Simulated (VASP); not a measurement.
# MgO (P6_3/mmc) in VASP: further runs, part 2 of 2

VASP 6.6.1.

## Step 4: Single point, PBE

This run uses another cell than the first one, of 10.07 Å³/atom, 1.032 times its volume.

The input, INCAR:

```
SYSTEM = MgO
PREC = Accurate
ENCUT = 520
EDIFF = 1E-6
ISMEAR = 0
SIGMA = 0.05
LREAL = .FALSE.
LASPH = .TRUE.
NELM = 100
ALGO = Normal
ISIF = 2
LWAVE = .FALSE.
LCHARG = .FALSE.
GGA = PE
NBANDS = 16
```

The input, KPOINTS:

```
regular mesh
0
G
  9 9 6
  0 0 0
```

The input, POSCAR:

```
MgO
1.0
    3.3453000000      0.0000000000      0.0000000000
   -1.6726500000      2.8971147833      0.0000000000
    0.0000000000      0.0000000000      4.1546000000
Mg O
2 2
Direct
    0.6666666667      0.3333333333      0.7500000000
    0.3333333333      0.6666666667      0.2500000000
    0.6666666667      0.3333333333      0.2500000000
    0.3333333333      0.6666666667      0.7500000000
```

Potentials or basis: VASP PAW PBE potentials, release 64 (Mg, O).

On the command line:

```sh
> cat potpaw_PBE.64/Mg/POTCAR potpaw_PBE.64/O/POTCAR > POTCAR
> mpirun -np 1 vasp_std > vasp.out
```

OUTCAR:

```text
SYSTEM = MgO
   PREC = Accurate
   ENCUT = 520
   EDIFF = 1E-6
   ISMEAR = 0
   LREAL = .FALSE.
   LASPH = .TRUE.
   NELM = 100
   ISIF = 2
   GGA = PE

 ion  position               nearest neighbor table
   1  0.667  0.333  0.750-   4 1.93   4 1.93   4 1.93   3 2.08   3 2.08   2 2.84   2 2.84   2 2.84
                             2 2.84   2 2.84   2 2.84
   2  0.333  0.667  0.250-   3 1.93   3 1.93   3 1.93   4 2.08   4 2.08   1 2.84   1 2.84   1 2.84
                             1 2.84   1 2.84   1 2.84
   3  0.667  0.333  0.250-   2 1.93   2 1.93   2 1.93   1 2.08   1 2.08
   4  0.333  0.667  0.750-   1 1.93   1 1.93   1 1.93   2 2.08   2 2.08

  LATTYP: Found a hexagonal cell.
 ALAT       =     3.3453000000
 C/A-ratio  =     1.2419215018

  Lattice vectors:

 A1 = (   3.3453000000,   0.0000000000,   0.0000000000)
 A2 = (  -1.6726500000,   2.8971147833,   0.0000000000)
 A3 = (   0.0000000000,   0.0000000000,   4.1546000000)

Analysis of symmetry for initial positions (statically):
=====================================================================
 Subroutine PRICEL returns:
 Original cell was already a primitive cell.

 Routine SETGRP: Setting up the symmetry group for a
 hexagonal supercell.

 Subroutine GETGRP returns: Found 24 space group operations
 (whereof 12 operations were pure point group operations)
 out of a pool of 24 trial point group operations.

The static configuration has the point symmetry D_3d.
 The point group associated with its full space group is D_6h.

Analysis of symmetry for dynamics (positions and initial velocities):
=====================================================================
 Subroutine PRICEL returns:
 Original cell was already a primitive cell.

 Routine SETGRP: Setting up the symmetry group for a
 hexagonal supercell.

 Subroutine GETGRP returns: Found 24 space group operations
 (whereof 12 operations were pure point group operations)
 out of a pool of 24 trial point group operations.

The dynamic configuration has the point symmetry D_3d.
 The point group associated with its full space group is D_6h.

 Subroutine INISYM returns: Found 24 space group operations
 (whereof 12 operations are pure point group operations),
 and found     1 'primitive' translations

----------------------------------------------------------------------------------------

                                     Primitive cell

  volume of cell :      40.2652

  direct lattice vectors                    reciprocal lattice vectors
     3.345300000  0.000000000  0.000000000     0.298926853  0.172585499  0.000000000
    -1.672650000  2.897114783  0.000000000     0.000000000  0.345170998  0.000000000
     0.000000000  0.000000000  4.154600000     0.000000000  0.000000000  0.240697059

  length of vectors
     3.345300000  3.345300000  4.154600000     0.345170998  0.345170998  0.240697059

  position of ions in fractional coordinates (direct lattice)
     0.666666667  0.333333333  0.750000000
     0.333333333  0.666666667  0.250000000
     0.666666667  0.333333333  0.250000000
     0.333333333  0.666666667  0.750000000

  ion indices of the primitive-cell ions
   primitive index   ion index
                 1           1
                 2           2
                 3           3
                 4           4

[... 21 lines left out ...]
 Subroutine IBZKPT returns following result:
 ===========================================

 Found     48 irreducible k-points:

 Following reciprocal coordinates:
            Coordinates               Weight
  0.000000  0.000000  0.000000      1.000000
  0.111111 -0.000000  0.000000      6.000000
  0.222222 -0.000000  0.000000      6.000000
  0.333333 -0.000000  0.000000      6.000000
  0.444444 -0.000000  0.000000      6.000000
  0.111111  0.111111  0.000000      6.000000
[... 16 lines left out ...]
  0.333333  0.222222  0.166667     24.000000
  0.333333  0.333333  0.166667      4.000000
 [... further k-points ...]
   k-points           NKPTS =     48   k-points in BZ     NKDIM =     48   number of bands    NBANDS=     16
   number of dos      NEDOS =    301   number of ions     NIONS =      4
   total plane-waves  NPLWV =  25088
   dimension x,y,z NGX =    28 NGY =   28 NGZ =   32
   dimension x,y,z NGXF=    56 NGYF=   56 NGZF=   64
   ions per type =               2   2
   NGX,Y,Z   is equivalent  to a cutoff of  13.91, 13.91, 12.80 a.u.
   NGXF,Y,Z  is equivalent  to a cutoff of  27.83, 27.83, 25.61 a.u.
 SYSTEM =  MgO
   PREC   = accura    normal or accurate (medium, high low for compatibility)
   ISTART =      0    job   : 0-new  1-cont  2-samecut
   ICHARG =      2    charge: 1-file 2-atom 10-const
   ISPIN  =      1    spin polarized calculation?
   LNONCOLLINEAR =      F non collinear calculations
   LSORBIT =      F    spin-orbit coupling
   LASPH  =      T    aspherical Exc in radial PAW
   ENCUT  =  520.0 eV  38.22 Ry    6.18 a.u.   6.22  6.22  7.72*2*pi/ulx,y,z
   NELM   =    100;   NELMIN=  2; NELMDL= -5     # of ELM steps
   EDIFF  = 0.1E-05   stopping-criterion for ELM
   LREAL  =      F    real-space projection
   EDIFFG = 0.1E-04   stopping-criterion for IOM
   NSW    =      0    number of steps for IOM
   IBRION =     -1    ionic relax: 0-MD 1-quasi-New 2-CG
   NFREE  =      0    steps in history (QN), initial steepest desc. (CG)
   ISIF   =      2    stress and relaxation
   ISYM   =      2    0-nonsym 1-usesym 2-fastsym
   POTIM  = 0.5000    time-step for ionic-motion
   TEBEG  =    0.0;   TEEND  =   0.0 temperature during run
   PSTRESS=    0.0 pullay stress
   NELECT =      16.0000    total number of electrons
   NUPDOWN=      -1.0000    fix difference up-down
   EMIN   =  10.00;   EMAX   =-10.00  energy-range for DOS
   EFERMI =   0.00;   METHOD = LEGACY
   ISMEAR =     0;   SIGMA  =   0.05  broadening in eV -4-tet -1-fermi 0-gaus
   EFERMI_NEDOS =   21; number of points for ismear=-14 and -15
   IALGO  =     38    algorithm
   IMIX   =      4    mixing-type and parameters
     AMIX     =   0.40;   BMIX     =  1.00
     AMIX_MAG =   1.60;   BMIX_MAG =  1.00
  volume/ion in A,a.u.               =      10.07        67.93
  Fermi-wavevector in a.u.,A,eV,Ry     =   1.203570  2.274418 19.709150  1.448582
  Thomas-Fermi vector in A             =   2.339320
   LORBIT       =      0    0 simple, 1 ext, 2 COOP (PROOUT), +10 PAW based schemes
   GGA     = PE    functional components
   LHFCALC =     F    Hartree Fock is set to
   AEXX    =    0.0000 exact exchange contribution
   IVDW    =     0    specifies the selected vdW correction
   LEPSILON=     F    determine dielectric tensor
   LRPA    =     F    only Hartree local field effects (RPA)
 non-spin polarized calculation
 Gauss-broadening in eV      SIGMA  =   0.05
  energy-cutoff  :      520.00
  volume of cell :       40.27
 maximum number of plane-waves:      1096
 NGX is ok and might be reduce to    28
   NGX = 13   NGY = 13   NGZ = 15

 number of electron      16.0000007 magnetization

 Free energy of the ion-electron system (eV)
  ---------------------------------------------------
  ext. energy  EPLUGINS =         0.00000000
  ---------------------------------------------------
  free energy    TOTEN  =       -23.37981624 eV

  energy without entropy =      -23.37981624  energy(sigma->0) =      -23.37981624

 E-fermi :   2.9378     XC(G=0): -10.4818

 val. band max:        2.6709332428   @ k =   0.0000   0.0000   0.0000
 cond. band min:       6.5480562516   @ k =   0.0000   0.0000   0.0000
 fundamental gap:      3.8771230088
 Fermi energy:         2.9377582928

 k-point     1 :       0.0000    0.0000    0.0000
  band No.  band energies     occupation
      1     -14.7155      2.00000
      2     -13.1431      2.00000
      3      -1.4236      2.00000
      4       0.7766      2.00000
      5       0.7766      2.00000
      6       1.6656      2.00000
[... 433 lines left out ...]
      3      -1.1943      2.00000
      4      -0.4021      2.00000
      5      -0.4021      2.00000
      6       1.2330      2.00000
[... 8 lines left out ...]
     15      17.1309      0.00000
     16      20.3718      0.00000

 [... further k-points ...]
[... 5 lines left out ...]
  --------------------------------------------------------------------------------------
  -------------------------------------------------------------------------------------
  Total        5.4806994      5.4806994      3.4955808      0.0000000      0.0000000      0.0000000
  in kB      218.0803698    218.0803698    139.0912900      0.0000000      0.0000000      0.0000000
  external PRESSURE =     191.7506766 kB  Pullay stress =       0.0000000 kB

 VOLUME and BASIS-vectors are now :
 -----------------------------------------------------------------------------
  energy-cutoff  :      520.00
  volume of cell :       40.27
      direct lattice vectors                 reciprocal lattice vectors
     3.345300000  0.000000000  0.000000000     0.298926853  0.172585499  0.000000000
    -1.672650000  2.897114783  0.000000000     0.000000000  0.345170998  0.000000000
     0.000000000  0.000000000  4.154600000     0.000000000  0.000000000  0.240697059

 POSITION                                       TOTAL-FORCE (eV/Angst)
 -----------------------------------------------------------------------------------
      1.67265      0.96570      3.11595        -0.000000     -0.000000     -0.000000
     -0.00000      1.93141      1.03865         0.000000      0.000000     -0.000000
      1.67265      0.96570      1.03865         0.000000      0.000000     -0.000000
     -0.00000      1.93141      3.11595        -0.000000     -0.000000      0.000000
 -----------------------------------------------------------------------------------
    total drift:                               -0.000000      0.000000     -0.000000

  FREE ENERGIE OF THE ION-ELECTRON SYSTEM (eV)
  ---------------------------------------------------
  free  energy   TOTEN  =       -23.3798162449 eV

  energy  without entropy=      -23.3798162449  energy(sigma->0) =      -23.37981624
```

OSZICAR:

```text
N       E                     dE             d eps       ncg     rms          rms(c)
DAV:   1     0.617775770233E+02    0.61778E+02   -0.77492E+03  1544   0.903E+02
DAV:   2    -0.239963204947E+02   -0.85774E+02   -0.79092E+02  2208   0.203E+02
DAV:   3    -0.274984190687E+02   -0.35021E+01   -0.34945E+01  1728   0.419E+01
DAV:   4    -0.275116609517E+02   -0.13242E-01   -0.13242E-01  1832   0.298E+00
DAV:   5    -0.275117252173E+02   -0.64266E-04   -0.64265E-04  1752   0.197E-01    0.115E+01
DAV:   6    -0.234305021354E+02    0.40812E+01   -0.10047E+01  1584   0.252E+01    0.333E+00
DAV:   7    -0.233943702776E+02    0.36132E-01   -0.14780E-01  1584   0.301E+00    0.211E+00
DAV:   8    -0.233813972138E+02    0.12973E-01   -0.75594E-02  1608   0.302E+00    0.469E-01
DAV:   9    -0.233791302124E+02    0.22670E-02   -0.43397E-03  1856   0.604E-01    0.118E-01
DAV:  10    -0.233798030192E+02   -0.67281E-03   -0.87352E-04  1536   0.196E-01    0.320E-02
DAV:  11    -0.233798165159E+02   -0.13497E-04   -0.16114E-05  1680   0.336E-02    0.139E-02
DAV:  12    -0.233798162449E+02    0.27094E-06   -0.57857E-06  1560   0.191E-02
   1 F= -.23379816E+02 E0= -.23379816E+02  d E =-.248780E-16
```

stdout:

```text
POSCAR found type information on POSCAR MgO
 POSCAR found :  2 types and       4 ions
 scaLAPACK will be used
 LDA part: xc-table for (Slater+PW92), standard interpolation
 POSCAR, INCAR and KPOINTS ok, starting setup
 FFT: planning ... GRIDC
 FFT: planning ... GRID_SOFT
 FFT: planning ... GRID
 WAVECAR not read
 entering main loop
```

Run time: 16 s. Hardware: 1 thread of Intel Xeon Platinum 8488C (Sapphire Rapids), shared host; peak memory 0.17 GiB.

What came out:

```yaml
Free_energy: -23.3798 eV
Pressure: 19.2 GPa
Band_gap_on_the_k_mesh: 3.88 eV, direct
```

Levels at points of the mesh, in eV from the valence-band top:
| k point | band 4 | band 5 | band 6 | band 7 | band 8 | band 9 | band 10 | band 11 | band 12 | band 13 |
| --- | --- | --- | --- | --- | --- | --- | --- | --- | --- | --- |
| (0.00, 0.00, 0.00) | -1.89 | -1.89 | -1.01 | -1.01 | 0.00 | 3.88 | 10.08 | 12.63 | 13.39 | 13.39 |
| (0.00, 0.00, 0.50) | -2.63 | -1.47 | -1.47 | -1.47 | -1.47 | 6.91 | 6.91 | 13.74 | 13.74 | 13.74 |

## Step 5: Overview

```csv
cell,gap on the mesh (eV),pressure (GPa)
"a = 3.345, b = 3.345, c = 4.027 Å, angles 90.0, 90.0, 120.0°, 4 atoms",4.06,25.6
"a = 3.345, b = 3.345, c = 4.112 Å, angles 90.0, 90.0, 120.0°, 4 atoms",3.94,21.1
"a = 3.345, b = 3.345, c = 4.155 Å, angles 90.0, 90.0, 120.0°, 4 atoms",3.88,19.2
```

Alike in all rows: task single point; level PBE; potentials or basis VASP PAW PBE potentials, release 64 (Mg, O); no spin polarisation; k mesh 9 × 9 × 6; cutoff (eV) 520; smearing gaussian 0.05 eV.

Total energies depend on the potentials used, so only differences within one code and one set of settings carry meaning.
